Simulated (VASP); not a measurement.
Set up this calculation in VASP 6.6.1, as the native input.

```
Task                   : single point
Functional             : LDA
Potentials or basis    : VASP PAW LDA potentials, release 64 (Fe, Ni)
Cutoff                 : 520 eV
k mesh                 : 7 × 7 × 7
Occupations            : fermi-dirac, width 0.05 eV
Spin                   : no spin polarisation
Dipole correction      : no
Further INCAR settings : ALGO = Normal; EDIFF = 1e-06; NBANDS = 27
```

The structure of FeNi3 lies in POSCAR:

```
FeNi3
1.0
    0.0000000000      2.7903700000      2.7903700000
    2.7903700000      0.0000000000      2.7903700000
    2.7903700000      2.7903700000      0.0000000000
Fe Ni
1 3
Direct
    0.0000000000      0.0000000000      0.0000000000
    0.7500000000      0.7500000000      0.7500000000
    0.2500000000      0.2500000000      0.2500000000
    0.5000000000      0.5000000000      0.5000000000
```

These files were run (other wordings do the same):

INCAR

```
SYSTEM = FeNi3
ALGO     = Normal         ! electronic algorithm
EDIFF    = 1E-6           ! SCF threshold, eV
ENCUT    = 520            ! plane-wave cutoff, eV
ISIF     = 2              ! what is computed and relaxed
ISMEAR   = -1             ! smearing method
LASPH    = .True.         ! aspherical terms in the spheres
LCHARG   = .False.        ! write CHGCAR
LREAL    = .False.        ! projectors in reciprocal space
LWAVE    = .False.        ! write WAVECAR
NBANDS   = 27             ! bands
NELM     = 80             ! most SCF steps
PREC     = Accurate       ! precision mode
SIGMA    = 0.05           ! smearing width, eV
```

KPOINTS

```
k-points
0
Gamma
  7 7 7
  0 0 0
```

Potentials or basis: VASP PAW LDA potentials, release 64 (Fe, Ni).

The run is started by

```sh
$ cat potpaw_LDA.64/Fe/POTCAR potpaw_LDA.64/Ni/POTCAR > POTCAR
$ mpirun -np 1 vasp_std > vasp.out
```

It gave:

```json
{
 "Pressure": "-17.9 GPa",
 "Band gap on the k mesh": "zero (bands 19 and 20 overlap by 0.33 eV)"
}
```

Caveat: the cell stands under tension; the run has no spin polarisation, though such a crystal can be magnetic.

Run time: 24 s on 1 thread of Intel(R) Xeon(R) Platinum 8488C (Sapphire Rapids), with other jobs on the host, peak memory 0.16 GiB.
